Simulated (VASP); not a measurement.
Write the native input for VASP 6.6.1 that does the following.

```
Task                   : single point
Functional             : LDA
Potentials or basis    : VASP PAW LDA potentials, release 64 (Li_sv, F)
Cutoff                 : 520 eV
k mesh                 : 9 × 9 × 6
Occupations            : gaussian, width 0.05 eV
Spin                   : no spin polarisation
Dipole correction      : no
Further INCAR settings : ALGO = Normal; EDIFF = 1e-06; NBANDS = 18
```

The structure of LiF lies in POSCAR:

```
LiF
1.0
    2.9817418045      0.0000000000      0.0000000000
   -1.4908709023      2.5822641503      0.0000000000
    0.0000000000      0.0000000000      4.8113385758
Li F
2 2
Direct
    0.3333333333      0.6666666667      0.3839784076
    0.6666666667      0.3333333333      0.8839784076
    0.3333333333      0.6666666667      0.9910195924
    0.6666666667      0.3333333333      0.4910195924
```

These files were run (other wordings do the same):

INCAR

```
PREC     = Accurate       # precision mode
ENCUT    = 520            # plane-wave cutoff, eV
EDIFF    = 1E-6           # SCF threshold, eV
ISMEAR   = 0              # smearing method
SIGMA    = 0.05           # smearing width, eV
LREAL    = False          # projectors in reciprocal space
LASPH    = True           # aspherical terms in the spheres
NELM     = 100            # most SCF steps
ALGO     = Normal         # electronic algorithm
ISIF     = 2              # what is computed and relaxed
LWAVE    = False          # write WAVECAR
LCHARG   = False          # write CHGCAR
GGA      = CA             # functional
NBANDS   = 18             # bands
```

KPOINTS

```
Automatic mesh
0
Gamma
  9 9 6
```

Potentials or basis: VASP PAW LDA potentials, release 64 (Li_sv, F).

Run with:

```bash
$ cat potpaw_LDA.64/Li_sv/POTCAR potpaw_LDA.64/F/POTCAR > POTCAR
$ mpirun -np 1 vasp_std > vasp.out
```

Results of the run:

```
Largest force          : 0.196 eV/Å
Band gap on the k mesh : 7.87 eV
```

Wall time 20 s on 1 thread of Intel Xeon 8259CL, on a shared host, peak memory 0.14 GiB.
